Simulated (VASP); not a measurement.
# TiAl3 (Pmm2) in VASP: single point with PBEsol

Aim: the single point of TiAl3 with PBEsol.

Everything below comes from runs of VASP 6.6.1. Logs are shortened: lines on timing, memory, paths and dates and some standing lists are left out, and cuts for length are marked.

## Step 1: The cell of the first run

The structure is orthorhombic, space group Pmm2 (No. 25). Conventional cell: a = 2.781 Å, b = 4.671 Å, c = 4.893 Å, α = 90.00°, β = 90.00°, γ = 90.00°. Ti (site symmetry mm2) has 2 Ti at 2.78 Å and 10 Al at 2.81 to 2.84 Å within 3.7 Å. Al (site symmetry mm2) has 8 Al at 2.78 to 2.85 Å and 4 Ti at 2.81 to 2.82 Å within 3.7 Å. Within 3.7 Å of Al (site symmetry mm2) lie 8 Al at 2.78 to 2.84 Å and 4 Ti at 2.84 Å. Al (site symmetry mm2) has 10 Al at 2.78 to 2.85 Å and 2 Ti at 2.82 Å within 3.7 Å.

## Step 2: Single point, PBEsol

File INCAR:

```
SYSTEM = TiAl3
PREC = Accurate
ENCUT = 520
EDIFF = 1E-6
ISMEAR = 0
SIGMA = 0.1
LREAL = .FALSE.
LASPH = .TRUE.
NELM = 60
ALGO = Normal
ISIF = 2
LWAVE = .FALSE.
LCHARG = .FALSE.
GGA = PS
NBANDS = 18
```

File KPOINTS:

```
regular mesh
0
G
  6 4 4
  0 0 0
```

File POSCAR:

```
TiAl3
1.0
    2.7813903654      0.0000000000      0.0000000000
    0.0000000000      4.6707686856      0.0000000000
    0.0000000000      0.0000000000      4.8925418677
Ti Al
1 3
Direct
    0.0000000000      0.5000000000      0.1631807997
    0.5000000000      0.5000000000      0.6640624234
    0.5000000000      0.0000000000      0.3330837810
    0.0000000000      0.0000000000      0.8396719959
```

Potentials or basis: VASP PAW PBE potentials, release 64 (Ti_sv, Al).

Launch:

```
$ cat potpaw_PBE.64/Ti_sv/POTCAR potpaw_PBE.64/Al/POTCAR > POTCAR
$ mpirun -np 1 vasp_std > vasp.out
```

OUTCAR:

```text
SYSTEM = TiAl3
   PREC = Accurate
   ENCUT = 520
   EDIFF = 1E-6
   ISMEAR = 0
   LREAL = .FALSE.
   LASPH = .TRUE.
   NELM = 60
   ISIF = 2
   GGA = PS

 ion  position               nearest neighbor table
   1  0.000  0.500  0.163-   2 2.81   2 2.81   2 2.82   2 2.82   4 2.82   4 2.82   3 2.84   3 2.84
                             3 2.84   3 2.84
   2  0.500  0.500  0.664-   1 2.81   1 2.81   1 2.82   1 2.82   3 2.84   3 2.84   4 2.85   4 2.85
                             4 2.85   4 2.85
   3  0.500  0.000  0.333-   4 2.79   4 2.79   2 2.84   2 2.84   4 2.84   4 2.84   1 2.84   1 2.84
                             1 2.84   1 2.84
   4  0.000  0.000  0.840-   3 2.79   3 2.79   1 2.82   1 2.82   3 2.84   3 2.84   2 2.85   2 2.85
                             2 2.85   2 2.85

  LATTYP: Found a simple orthorhombic cell.
 ALAT       =     2.7813903654
 B/A-ratio  =     1.6792927536
 C/A-ratio  =     1.7590274017

  Lattice vectors:

 A1 = (   2.7813903654,   0.0000000000,   0.0000000000)
 A2 = (   0.0000000000,   4.6707686856,   0.0000000000)
 A3 = (   0.0000000000,   0.0000000000,   4.8925418677)

Analysis of symmetry for initial positions (statically):
=====================================================================
 Subroutine PRICEL returns:
 Original cell was already a primitive cell.

 Routine SETGRP: Setting up the symmetry group for a
 simple orthorhombic supercell.

 Subroutine GETGRP returns: Found  4 space group operations
 (whereof  4 operations were pure point group operations)
 out of a pool of  8 trial point group operations.

The static configuration has the point symmetry C_2v.

Analysis of symmetry for dynamics (positions and initial velocities):
=====================================================================
 Subroutine PRICEL returns:
 Original cell was already a primitive cell.

 Routine SETGRP: Setting up the symmetry group for a
 simple orthorhombic supercell.

 Subroutine GETGRP returns: Found  4 space group operations
 (whereof  4 operations were pure point group operations)
 out of a pool of  8 trial point group operations.

The dynamic configuration has the point symmetry C_2v.

 Subroutine INISYM returns: Found  4 space group operations
 (whereof  4 operations are pure point group operations),
 and found     1 'primitive' translations

----------------------------------------------------------------------------------------

                                     Primitive cell

  volume of cell :      63.5601

  direct lattice vectors                    reciprocal lattice vectors
     2.781390365  0.000000000  0.000000000     0.359532417  0.000000000  0.000000000
     0.000000000  4.670768686  0.000000000     0.000000000  0.214097522  0.000000000
     0.000000000  0.000000000  4.892541868     0.000000000  0.000000000  0.204392732

  length of vectors
     2.781390365  4.670768686  4.892541868     0.359532417  0.214097522  0.204392732

  position of ions in fractional coordinates (direct lattice)
     0.000000000  0.500000000  0.163180800
     0.500000000  0.500000000  0.664062423
     0.500000000  0.000000000  0.333083781
     0.000000000  0.000000000  0.839671996

  ion indices of the primitive-cell ions
   primitive index   ion index
                 1           1
                 2           2
                 3           3
                 4           4

----------------------------------------------------------------------------------------

 KPOINTS: regular mesh

Automatic generation of k-mesh.
 Grid dimensions read from file:
 generate k-points for:    6    4    4

 Generating k-lattice:

  Cartesian coordinates                     Fractional coordinates (reciprocal lattice)
     0.059922069  0.000000000  0.000000000     0.166666667  0.000000000  0.000000000
     0.000000000  0.053524380  0.000000000     0.000000000  0.250000000  0.000000000
     0.000000000  0.000000000  0.051098183     0.000000000  0.000000000  0.250000000

  Length of vectors
     0.059922069  0.053524380  0.051098183

  Shift w.r.t. Gamma in fractional coordinates (k-lattice)
     0.000000000  0.000000000  0.000000000

 Subroutine IBZKPT returns following result:
 ===========================================

 Found     36 irreducible k-points:

 Following reciprocal coordinates:
            Coordinates               Weight
  0.000000  0.000000  0.000000      1.000000
  0.166667  0.000000  0.000000      2.000000
  0.333333  0.000000  0.000000      2.000000
  0.500000  0.000000  0.000000      1.000000
  0.000000  0.250000  0.000000      2.000000
  0.166667  0.250000  0.000000      4.000000
[... 16 lines left out ...]
  0.333333  0.500000  0.250000      4.000000
  0.500000  0.500000  0.250000      2.000000
 [... further k-points ...]
   k-points           NKPTS =     36   k-points in BZ     NKDIM =     36   number of bands    NBANDS=     18
   number of dos      NEDOS =    301   number of ions     NIONS =      4
   total plane-waves  NPLWV =  31104
   dimension x,y,z NGX =    24 NGY =   36 NGZ =   36
   dimension x,y,z NGXF=    48 NGYF=   72 NGZF=   72
   ions per type =               1   3
   NGX,Y,Z   is equivalent  to a cutoff of  14.34, 12.81, 12.23 a.u.
   NGXF,Y,Z  is equivalent  to a cutoff of  28.69, 25.63, 24.47 a.u.
 SYSTEM =  TiAl3
   PREC   = accura    normal or accurate (medium, high low for compatibility)
   ISTART =      0    job   : 0-new  1-cont  2-samecut
   ICHARG =      2    charge: 1-file 2-atom 10-const
   ISPIN  =      1    spin polarized calculation?
   LNONCOLLINEAR =      F non collinear calculations
   LSORBIT =      F    spin-orbit coupling
   LASPH  =      T    aspherical Exc in radial PAW
   ENCUT  =  520.0 eV  38.22 Ry    6.18 a.u.   5.17  8.68  9.10*2*pi/ulx,y,z
   NELM   =     60;   NELMIN=  2; NELMDL= -5     # of ELM steps
   EDIFF  = 0.1E-05   stopping-criterion for ELM
   LREAL  =      F    real-space projection
   EDIFFG = 0.1E-04   stopping-criterion for IOM
   NSW    =      0    number of steps for IOM
   IBRION =     -1    ionic relax: 0-MD 1-quasi-New 2-CG
   NFREE  =      0    steps in history (QN), initial steepest desc. (CG)
   ISIF   =      2    stress and relaxation
   ISYM   =      2    0-nonsym 1-usesym 2-fastsym
   POTIM  = 0.5000    time-step for ionic-motion
   TEBEG  =    0.0;   TEEND  =   0.0 temperature during run
   PSTRESS=    0.0 pullay stress
   NELECT =      21.0000    total number of electrons
   NUPDOWN=      -1.0000    fix difference up-down
   EMIN   =  10.00;   EMAX   =-10.00  energy-range for DOS
   EFERMI =   0.00;   METHOD = LEGACY
   ISMEAR =     0;   SIGMA  =   0.10  broadening in eV -4-tet -1-fermi 0-gaus
   EFERMI_NEDOS =   21; number of points for ismear=-14 and -15
   IALGO  =     38    algorithm
   IMIX   =      4    mixing-type and parameters
     AMIX     =   0.40;   BMIX     =  1.00
     AMIX_MAG =   1.60;   BMIX_MAG =  1.00
  volume/ion in A,a.u.               =      15.89       107.23
  Fermi-wavevector in a.u.,A,eV,Ry     =   1.131756  2.138710 17.427330  1.280873
  Thomas-Fermi vector in A             =   2.268456
   LORBIT       =      0    0 simple, 1 ext, 2 COOP (PROOUT), +10 PAW based schemes
   GGA     = PS    functional components
   LHFCALC =     F    Hartree Fock is set to
   AEXX    =    0.0000 exact exchange contribution
   IVDW    =     0    specifies the selected vdW correction
   LEPSILON=     F    determine dielectric tensor
   LRPA    =     F    only Hartree local field effects (RPA)
 non-spin polarized calculation
 Gauss-broadening in eV      SIGMA  =   0.10
  energy-cutoff  :      520.00
  volume of cell :       63.56
 maximum number of plane-waves:      1733
 NGX is ok and might be reduce to    24
   NGX = 11   NGY = 17   NGZ = 19

 number of electron      21.0000000 magnetization

 Free energy of the ion-electron system (eV)
  ---------------------------------------------------
  ext. energy  EPLUGINS =         0.00000000
  ---------------------------------------------------
  free energy    TOTEN  =       -21.62745593 eV

  energy without entropy =      -21.61203369  energy(sigma->0) =      -21.61974481

 E-fermi :   8.3063     XC(G=0): -10.8117

 val. band max:        8.2526618682   @ k =   0.5000   0.2500   0.0000
 cond. band min:       8.3109951189   @ k =   0.1667   0.2500   0.2500
 fundamental gap:      0.0583332507
 Fermi energy:         8.3062835090

 k-point     1 :       0.0000    0.0000    0.0000
  band No.  band energies     occupation
      1     -47.9891      2.00000
      2     -24.4239      2.00000
      3     -24.4091      2.00000
      4     -24.0106      2.00000
      5      -2.0279      2.00000
      6       3.0271      2.00000
[... 10 lines left out ...]
     17      14.2803      0.00000
     18      14.5840      0.00000

 k-point     2 :       0.1667    0.0000    0.0000
  band No.  band energies     occupation
      1     -47.9719      2.00000
      2     -24.4074      2.00000
      3     -24.3929      2.00000
      4     -24.1474      2.00000
      5      -1.4889      2.00000
      6       3.5102      2.00000
[... 10 lines left out ...]
     17      12.5579      0.00000
     18      14.2874      0.00000

 k-point     3 :       0.3333    0.0000    0.0000
  band No.  band energies     occupation
      1     -47.9375      2.00000
      2     -24.4148      2.00000
      3     -24.3741      2.00000
      4     -24.3603      2.00000
      5       0.0948      2.00000
      6       4.8829      2.00000
[... 10 lines left out ...]
     17      12.8624      0.00000
     18      13.3642      0.00000

 k-point     4 :       0.5000    0.0000    0.0000
  band No.  band energies     occupation
      1     -47.9202      2.00000
      2     -24.5455      2.00000
      3     -24.3574      2.00000
      4     -24.3440      2.00000
      5       2.6283      2.00000
      6       2.6450      2.00000
[... 375 lines left out ...]
      4     -24.1472      2.00000
      5       0.0716      2.00000
      6       1.0975      2.00000
[... 10 lines left out ...]
     17      13.6541      0.00000
     18      14.0602      0.00000

 k-point    23 :       0.3333    0.5000    0.2500
  band No.  band energies     occupation
      1     -47.9374      2.00000
      2     -24.4143      2.00000
      3     -24.3746      2.00000
      4     -24.3630      2.00000
      5       1.5386      2.00000
      6       2.5824      2.00000
[... 10 lines left out ...]
     17      12.7304      0.00000
     18      14.2462      0.00000

 k-point    24 :       0.5000    0.5000    0.2500
  band No.  band energies     occupation
      1     -47.9201      2.00000
      2     -24.5448      2.00000
      3     -24.3578      2.00000
      4     -24.3463      2.00000
      5       3.5460      2.00000
      6       4.3262      2.00000
[... 10 lines left out ...]
     17      13.3820      0.00000
     18      13.5041      0.00000

 [... further k-points ...]

------------------------ aborting loop because EDIFF is reached ----------------------------------------

  FORCE on cell =-STRESS in cart. coord.  units (eV):
  Direction    XX          YY          ZZ          XY          YZ          ZX
  --------------------------------------------------------------------------------------
  -------------------------------------------------------------------------------------
  Total        0.0638837     -0.1340513      0.1947391      0.0000000      0.0000000      0.0000000
  in kB        1.6103328     -3.3790663      4.9088390      0.0000000      0.0000000      0.0000000
  external PRESSURE =       1.0467018 kB  Pullay stress =       0.0000000 kB

 VOLUME and BASIS-vectors are now :
 -----------------------------------------------------------------------------
  energy-cutoff  :      520.00
  volume of cell :       63.56
      direct lattice vectors                 reciprocal lattice vectors
     2.781390365  0.000000000  0.000000000     0.359532417  0.000000000  0.000000000
     0.000000000  4.670768686  0.000000000     0.000000000  0.214097522  0.000000000
     0.000000000  0.000000000  4.892541868     0.000000000  0.000000000  0.204392732

 POSITION                                       TOTAL-FORCE (eV/Angst)
 -----------------------------------------------------------------------------------
      0.00000      2.33538      0.79837         0.000000      0.000000     -0.003957
      1.39070      2.33538      3.24895         0.000000      0.000000     -0.017065
      1.39070      0.00000      1.62963         0.000000      0.000000     -0.017774
      0.00000      0.00000      4.10813         0.000000      0.000000      0.038796
 -----------------------------------------------------------------------------------
    total drift:                                0.000000      0.000000      0.000012

  FREE ENERGIE OF THE ION-ELECTRON SYSTEM (eV)
  ---------------------------------------------------
  free  energy   TOTEN  =       -21.6274559326 eV

  energy  without entropy=      -21.6120336891  energy(sigma->0) =      -21.61974481
```

Run time: 52 s. Hardware: 1 thread of Intel Xeon 8259CL, shared host; peak memory 0.2 GiB.

What came out:

```
Free energy            : -21.6275 eV
Pressure               : 0.1 GPa
Largest force          : 0.039 eV/Å
Band gap on the k mesh : zero (an odd number of electrons rules out a gap without spin polarisation)
```

Forces on the atoms (eV/Å):
```
Ti   0.000  0.000 -0.004
Al   0.000  0.000 -0.017
Al   0.000  0.000 -0.018
Al   0.000  0.000  0.039
```

Stress tensor (GPa, compression positive):
```
 0.16  0.00  0.00
 0.00 -0.34  0.00
 0.00  0.00  0.49
```

Levels at points of the mesh, in eV from the Fermi level:
```
           k point  band 8  band 9  band 10  band 11  band 12  band 13  band 14  band 15
(0.00, 0.00, 0.00)   -3.66   -2.79    -0.94    -0.53     2.42     2.50     2.58     2.67
(0.50, 0.00, 0.00)   -2.04   -1.83     0.36     0.57     0.72     1.35     1.55     2.23
(0.00, 0.50, 0.00)   -3.31   -2.14    -1.65    -0.28     2.36     2.43     2.61     3.01
(0.50, 0.50, 0.00)   -3.27   -1.80    -0.56    -0.34     0.74     1.09     1.29     3.35
(0.00, 0.00, 0.50)   -2.41   -2.26    -1.20    -0.43     2.21     2.33     2.51     3.12
(0.50, 0.00, 0.50)   -3.45   -1.42    -0.23    -0.22     0.51     1.18     1.89     3.28
(0.00, 0.50, 0.50)   -4.94   -0.31    -0.16     0.63     2.35     2.38     3.52     4.82
(0.50, 0.50, 0.50)   -3.30   -2.85    -2.77    -0.73    -0.27     1.00     2.06     2.30
```

Caveat: the k points lie up to 0.38 Å⁻¹ apart, too coarse for converged energies and pressures of a metal; the PAW data sets were made with another functional, which shifts forces and pressure a little.
